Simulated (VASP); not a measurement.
The system is Cd.

```xyz
1
Lattice="1.7550 1.7550 1.7550 -1.7550 1.7550 1.7550 -1.7550 -1.7550 1.7550" Properties=species:S:1:pos:R:3 pbc="T T T"
Cd    0.0000    0.0000    0.0000
```

* Program: VASP 6.6.1
* Task: relaxation of cell and atoms
* Functional: PBE
* Potentials or basis: VASP PAW PBE potentials, release 64 (Cd)
* Cutoff: 600 eV
* k mesh: 8 × 8 × 8
* Occupations: gaussian, width 0.1 eV
* Spin: no spin polarisation

At the start: pressure 3.3 GPa; volume 21.62 Å³/atom.

Problem. Where does the relaxation end?

Solution. Over 5 steps the energy falls by 17.0 meV/atom and the volume is 23.69 Å³/atom (+9.6 %); space group Im-3m (No. 229, to 0.05 Å).

The path:
```tsv
step	energy change (eV)	largest force (eV/Å)	pressure (GPa)	volume (Å³)
1	0.0000	0.0000	3.32	21.62
2	-0.0158	0.0000	0.64	23.05
3	-0.0168	0.0000	0.25	23.43
4	-0.0163	0.0000	-0.48	24.21
5	-0.0170	0.0000	0.01	23.69
```

Final structure:
```yaml
crystal:
  lattice:
    - [1.80934, 1.80934, 1.80934]
    - [-1.80934, 1.80934, 1.80934]
    - [-1.80934, -1.80934, 1.80934]
  atoms:
    - { symbol: Cd, position: [0.00000, 0.00000, 0.00000] }
```
